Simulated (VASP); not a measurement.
# Ge16H (a cell with a defect) in VASP: notebook

The runs below take Ge16H (a cell with a defect) through single point, with PBE.

Everything below comes from runs of VASP 6.6.1. Logs are shortened: lines on timing, memory, paths and dates and some standing lists are left out, and cuts for length are marked.

### Step 1. The cell of the first run

The cell holds a defect, 17 atoms: a = 8.004 Å, b = 8.004 Å, c = 8.004 Å, α = 60.00°, β = 60.00°, γ = 60.00°.

### Step 2. Single point, PBE

INCAR

```
PREC = Accurate
ENCUT = 520
EDIFF = 1E-7
ISMEAR = -1
SIGMA = 0.15
LREAL = Auto
LASPH = T
NELM = 100
ALGO = Normal
ISIF = 2
LWAVE = F
LCHARG = T
GGA = PE
LELF = T
LVHAR = T
NBANDS = 126
```

KPOINTS

```
regular mesh
0
Gamma
  2 2 2
```

POSCAR

```
Ge16H
1.0
    0.0000000000      5.6600000000      5.6600000000
    5.6600000000      0.0000000000      5.6600000000
    5.6600000000      5.6600000000      0.0000000000
Ge H
16 1
Direct
    0.0026236749      0.0155565371     -0.0343021201
    0.1151590106      0.1122791519      0.1198409894
   -0.0044522968     -0.0034628975      0.5040636042
    0.1743639576      0.1337102473      0.5793816254
    0.0281625442      0.4726678445     -0.0143109541
    0.1190547703      0.6447614841      0.1262102473
   -0.0200706714      0.5126325088      0.4906183746
    0.1238692580      0.6431802120      0.5959363958
    0.4869876325     -0.0494434629      0.0388780919
    0.6017491166      0.1374381625      0.1000000000
    0.5271731449      0.0053003534      0.4853886926
    0.6028180212      0.1457685512      0.6448321555
    0.4917137809      0.5155123675     -0.0070141343
    0.6485247350      0.5297791519      0.1498498233
    0.4761219081      0.5139664311      0.5256978799
    0.6209805654      0.6254505300      0.6367932862
    0.5348409894      0.2883568905      0.3771378092
```

Potentials or basis: VASP PAW PBE potentials, release 64 (Ge_d, H).

Command:

```bash
cat potpaw_PBE.64/Ge_d/POTCAR potpaw_PBE.64/H/POTCAR > POTCAR
mpirun -np 1 vasp_std > vasp.out
```

OUTCAR:

```text
PREC = Accurate
   ENCUT = 520
   EDIFF = 1E-7
   ISMEAR = -1
   LREAL = Auto
   LASPH = T
   NELM = 100
   ISIF = 2
   GGA = PE

 ion  position               nearest neighbor table
   1  0.003  0.016  0.966-   2 2.39   6 2.44   4 2.54  10 2.62
   2  0.115  0.112  0.120-   5 2.37   1 2.39   9 2.45   3 2.52
   3  0.996  0.997  0.504-   8 2.32   2 2.52  12 2.57   4 2.59
   4  0.174  0.134  0.579-  11 2.31   7 2.52   1 2.54   3 2.59
   5  0.028  0.473  0.986-   2 2.37  14 2.53   8 2.57   6 2.66
   6  0.119  0.645  0.126-   7 2.39  13 2.44   1 2.44   5 2.66
[... 8 lines left out ...]
  15  0.476  0.514  0.526-   8 2.33  16 2.41  12 2.41  14 2.57
  16  0.621  0.625  0.637-  13 2.33   7 2.35  15 2.41  11 2.49
  17  0.535  0.288  0.377-

  LATTYP: Found a face centered cubic cell.
 ALAT       =    11.3200000000

  Lattice vectors:

 A1 = (   0.0000000000,   5.6600000000,   5.6600000000)
 A2 = (   5.6600000000,   0.0000000000,   5.6600000000)
 A3 = (   5.6600000000,   5.6600000000,   0.0000000000)

Analysis of symmetry for initial positions (statically):
=====================================================================
 Subroutine PRICEL returns:
 Original cell was already a primitive cell.

 Routine SETGRP: Setting up the symmetry group for a
 face centered cubic supercell.

 Subroutine GETGRP returns: Found  1 space group operations
 (whereof  1 operations were pure point group operations)
 out of a pool of 48 trial point group operations.

The static configuration has the point symmetry C_1 .

Analysis of symmetry for dynamics (positions and initial velocities):
=====================================================================
 Subroutine PRICEL returns:
 Original cell was already a primitive cell.

 Routine SETGRP: Setting up the symmetry group for a
 face centered cubic supercell.

 Subroutine GETGRP returns: Found  1 space group operations
 (whereof  1 operations were pure point group operations)
 out of a pool of 48 trial point group operations.

The dynamic configuration has the point symmetry C_1 .

 Subroutine INISYM returns: Found  1 space group operations
 (whereof  1 operations are pure point group operations),
 and found     1 'primitive' translations

----------------------------------------------------------------------------------------

                                     Primitive cell

  volume of cell :     362.6430
[... 106 lines left out ...]
   IBRION =     -1    ionic relax: 0-MD 1-quasi-New 2-CG
   NFREE  =      0    steps in history (QN), initial steepest desc. (CG)
   ISIF   =      2    stress and relaxation
   ISYM   =      2    0-nonsym 1-usesym 2-fastsym
   POTIM  = 0.5000    time-step for ionic-motion
   TEBEG  =    0.0;   TEEND  =   0.0 temperature during run
   PSTRESS=    0.0 pullay stress
   NELECT =     225.0000    total number of electrons
   NUPDOWN=      -1.0000    fix difference up-down
   EMIN   =  10.00;   EMAX   =-10.00  energy-range for DOS
   EFERMI =   0.00;   METHOD = LEGACY
   ISMEAR =    -1;   SIGMA  =   0.15  broadening in eV -4-tet -1-fermi 0-gaus
   EFERMI_NEDOS =   21; number of points for ismear=-14 and -15
   IALGO  =     38    algorithm
   IMIX   =      4    mixing-type and parameters
     AMIX     =   0.40;   BMIX     =  1.00
     AMIX_MAG =   1.60;   BMIX_MAG =  1.00
  volume/ion in A,a.u.               =      21.33       143.96
  Fermi-wavevector in a.u.,A,eV,Ry     =   1.396291  2.638607 26.526303  1.949628
  Thomas-Fermi vector in A             =   2.519659
   LORBIT       =      0    0 simple, 1 ext, 2 COOP (PROOUT), +10 PAW based schemes
   GGA     = PE    functional components
   LHFCALC =     F    Hartree Fock is set to
   AEXX    =    0.0000 exact exchange contribution
   IVDW    =     0    specifies the selected vdW correction
   LEPSILON=     F    determine dielectric tensor
   LRPA    =     F    only Hartree local field effects (RPA)
 non-spin polarized calculation
  energy-cutoff  :      520.00
  volume of cell :      362.64
 maximum number of plane-waves:      9841
 NGX is ok and might be reduce to    60
   NGX = 29   NGY = 29   NGZ = 29

 number of electron     224.9999995 magnetization

 Free energy of the ion-electron system (eV)
  ---------------------------------------------------
  ext. energy  EPLUGINS =         0.00000000
  ---------------------------------------------------
  free energy    TOTEN  =       -70.12374832 eV

  energy without entropy =      -69.73174454  energy(sigma->0) =      -69.92774643

 E-fermi :   4.8876     XC(G=0):  -9.9888

 val. band max:        4.8777100607   @ k =   0.5000   0.0000   0.5000
 cond. band min:       4.9080538520   @ k =   0.0000   0.0000   0.0000
 fundamental gap:      0.0303437912
 Fermi energy:         4.8876473812

 k-point     1 :       0.0000    0.0000    0.0000
  band No.  band energies     occupation
      1     -20.0450      2.00000
      2     -20.0348      2.00000
      3     -20.0146      2.00000
      4     -19.9948      2.00000
      5     -19.9763      2.00000
      6     -19.9503      2.00000
[... 1005 lines left out ...]
    123       8.9813      0.00000
    124       9.0247      0.00000
 [bands above 124 left out]

------------------------ aborting loop because EDIFF is reached ----------------------------------------

  FORCE on cell =-STRESS in cart. coord.  units (eV):
  Direction    XX          YY          ZZ          XY          YZ          ZX
  --------------------------------------------------------------------------------------
  -------------------------------------------------------------------------------------
  Total       13.0757453     14.4454477     10.1756948     -0.9897715      2.1019779      2.0749637
  in kB       57.7693850     63.8208082     44.9567974     -4.3728665      9.2866578      9.1673073
  external PRESSURE =      55.5156635 kB  Pullay stress =       0.0000000 kB

 VOLUME and BASIS-vectors are now :
 -----------------------------------------------------------------------------
  energy-cutoff  :      520.00
  volume of cell :      362.64
      direct lattice vectors                 reciprocal lattice vectors
     0.000000000  5.660000000  5.660000000    -0.088339223  0.088339223  0.088339223
     5.660000000  0.000000000  5.660000000     0.088339223 -0.088339223  0.088339223
     5.660000000  5.660000000  0.000000000     0.088339223  0.088339223 -0.088339223

 POSITION                                       TOTAL-FORCE (eV/Angst)
 -----------------------------------------------------------------------------------
      5.55390      5.48070      0.10290         0.019974     -0.948638     -0.473625
      1.31380      1.33010      1.28730         0.065737      0.970004     -0.197902
      8.49340      8.48780     11.27520         1.235582     -0.987084      1.202516
      4.03610      4.26620      1.74370         1.168793     -1.284752     -1.778788
      8.25430      5.73840      2.83470         1.036059     -0.393809      0.872604
      4.36370      1.38820      4.32320        -0.999706     -1.026749     -0.368891
[... 9 lines left out ...]
      7.14430      7.11900      7.05480         0.095835     -0.997034      0.452755
      3.76670      5.16180      4.65930        -0.314534     -0.028631      0.380680
 -----------------------------------------------------------------------------------
    total drift:                               -0.000007     -0.001439      0.000812

  FREE ENERGIE OF THE ION-ELECTRON SYSTEM (eV)
  ---------------------------------------------------
  free  energy   TOTEN  =       -70.1237483150 eV

  energy  without entropy=      -69.7317445446  energy(sigma->0) =      -69.92774643
```

Run time: 26 min. Hardware: 1 thread of Oxide Virtual Turin-like, shared host; peak memory 0.58 GiB.

Results:

* Free energy: -70.1237 eV
* Pressure: 5.6 GPa
* Largest force: 2.792 eV/Å
* Band gap on the k mesh: zero (an odd number of electrons rules out a gap without spin polarisation)

Forces on the atoms (eV/Å):
```
Ge   0.020 -0.949 -0.474
Ge   0.066  0.970 -0.198
Ge   1.236 -0.987  1.203
Ge   1.169 -1.285 -1.779
Ge   1.036 -0.394  0.873
Ge  -1.000 -1.027 -0.369
Ge  -0.704  1.377  0.437
Ge   0.193  0.237 -1.889
Ge  -0.776 -0.185  0.072
Ge  -0.317  1.001  0.371
Ge  -0.688  0.124  1.017
Ge  -0.486  1.345 -0.630
Ge  -0.436 -0.878 -1.751
Ge   1.852  1.643  1.291
Ge  -0.947  0.034  0.993
Ge   0.096 -0.997  0.453
H   -0.315 -0.029  0.381
```

Levels at points of the mesh, in eV from the Fermi level:
```
           k point  band 111  band 112  band 113  band 114  band 115  band 116
(0.00, 0.00, 0.00)     -0.17     -0.06      0.02      0.19      0.23      0.35
(0.50, 0.00, 0.00)     -0.70     -0.32     -0.11      0.58      0.67      1.19
(0.00, 0.50, 0.00)     -0.68     -0.33     -0.13      0.61      0.85      1.10
(0.00, 0.00, 0.50)     -0.72     -0.36     -0.19      0.51      0.73      1.04
(0.50, 0.50, 0.50)     -0.57     -0.37     -0.06      0.61      0.90      1.03
(0.50, 0.50, 0.00)     -1.14     -0.99      0.07      0.99      1.51      1.81
(0.00, 0.50, 0.50)     -1.19     -0.99      0.16      1.07      1.32      1.85
(0.50, 0.00, 0.50)     -1.14     -0.91     -0.01      0.93      1.36      1.85
```

Caveat: the k points lie up to 0.48 Å⁻¹ apart, too coarse for converged energies and pressures of a metal; the atoms stand as in a frame of molecular dynamics; an odd number of electrons without spin polarisation forces a metal; a magnetic or distorted state may lie lower.

### Step 3. Single point, PBE

INCAR

```
ALGO = Normal ; EDIFF = 1E-6
ENCUT = 520 ; GGA = PE
ISIF = 2 ; ISMEAR = -1
LASPH = True ; LCHARG = True
LELF = True ; LREAL = Auto
LVHAR = True ; LWAVE = False
NBANDS = 126 ; NELM = 80
PREC = Accurate ; SIGMA = 0.15
```

KPOINTS

```
k-points
0
Gamma
  2 2 2
```

POSCAR

```
Ge16H
1.0
    0.0000000000      5.6600000000      5.6600000000
    5.6600000000      0.0000000000      5.6600000000
    5.6600000000      5.6600000000      0.0000000000
Ge H
16 1
Direct
    0.0170671378      0.0049823322     -0.0469081272
    0.1128621908      0.1057067138      0.1246643110
   -0.0085600707     -0.0037897527      0.5047438163
    0.1832420495      0.1317226148      0.5799028269
    0.0323498233      0.4621731449     -0.0112720848
    0.1118727915      0.6532508834      0.1229505300
   -0.0154770318      0.5092579505      0.4851943463
    0.1090106007      0.6529858657      0.6014310954
    0.4832508834     -0.0527031802      0.0308480565
    0.5892049470      0.1328445230      0.0859010601
    0.5299646643      0.0109540636      0.4778091873
    0.6209805654      0.1572173145      0.6272349823
    0.4972261484      0.5040106007     -0.0003180212
    0.6431448763      0.5401943463      0.1589575972
    0.4842844523      0.5187897527      0.5171996466
    0.6195406360      0.6278798587      0.6235689046
    0.4689045936      0.3084628975      0.3436219081
```

Potentials or basis: VASP PAW PBE potentials, release 64 (Ge_d, H).

Command:

```bash
cat potpaw_PBE.64/Ge_d/POTCAR potpaw_PBE.64/H/POTCAR > POTCAR
mpirun -np 1 vasp_std > vasp.out
```

Wall time 25 min (1 thread of Oxide Virtual Turin-like, shared host); peak memory 0.57 GiB.

The run converged. Its results:

| Item | Value |
| --- | --- |
| Free energy | -69.5470 eV |
| Pressure | 5.6 GPa |
| Largest force | 2.837 eV/Å |
| Band gap on the k mesh | zero (an odd number of electrons rules out a gap without spin polarisation) |

Forces on the atoms (eV/Å):
```
Ge   1.118 -1.425 -0.420
Ge  -0.269  0.569 -0.417
Ge   1.584 -0.760  2.117
Ge   1.005 -1.927 -1.793
Ge   1.433 -0.768  1.090
Ge  -1.952  0.132 -0.672
Ge  -0.210  1.132  0.208
Ge  -1.243  1.620 -1.969
Ge  -1.285 -0.412 -0.009
Ge   0.189  1.799  1.228
Ge  -0.704  0.307  1.797
Ge  -0.504  1.050 -1.780
Ge  -0.448 -1.196 -1.231
Ge   0.713  0.481  1.479
Ge  -0.351 -1.301 -0.535
Ge   1.043  0.613  0.791
H   -0.118  0.087  0.115
```

Stress tensor (GPa, compression positive):
```
 5.85 -0.88  1.60
-0.88  5.91 -0.09
 1.60 -0.09  5.14
```

Levels at points of the mesh, in eV from the Fermi level:
```tsv
k point	band 110	band 111	band 112	band 113	band 114	band 115	band 116	band 117
(0.00, 0.00, 0.00)	-0.68	-0.15	0.01	0.06	0.21	0.24	0.35	0.49
(0.50, 0.00, 0.00)	-1.01	-0.58	-0.24	0.06	0.51	0.63	1.06	1.33
(0.00, 0.50, 0.00)	-0.67	-0.62	-0.35	-0.16	0.54	1.03	1.23	1.38
(0.00, 0.00, 0.50)	-0.72	-0.64	-0.32	-0.11	0.50	0.80	1.04	1.16
(0.50, 0.50, 0.50)	-0.68	-0.51	-0.37	-0.16	0.66	0.71	0.96	1.37
(0.50, 0.50, 0.00)	-1.24	-1.03	-0.74	-0.16	1.01	1.61	1.77	1.87
(0.00, 0.50, 0.50)	-1.21	-1.04	-0.91	-0.07	1.04	1.38	1.80	1.89
(0.50, 0.00, 0.50)	-1.27	-1.13	-0.87	0.08	1.03	1.46	1.91	2.04
```

Caveat: the k points lie up to 0.48 Å⁻¹ apart, too coarse for converged energies and pressures of a metal; the atoms stand as in a frame of molecular dynamics; an odd number of electrons without spin polarisation forces a metal; a magnetic or distorted state may lie lower.

The gap in the log of VASP goes by the Fermi energy; the results here count the filled bands.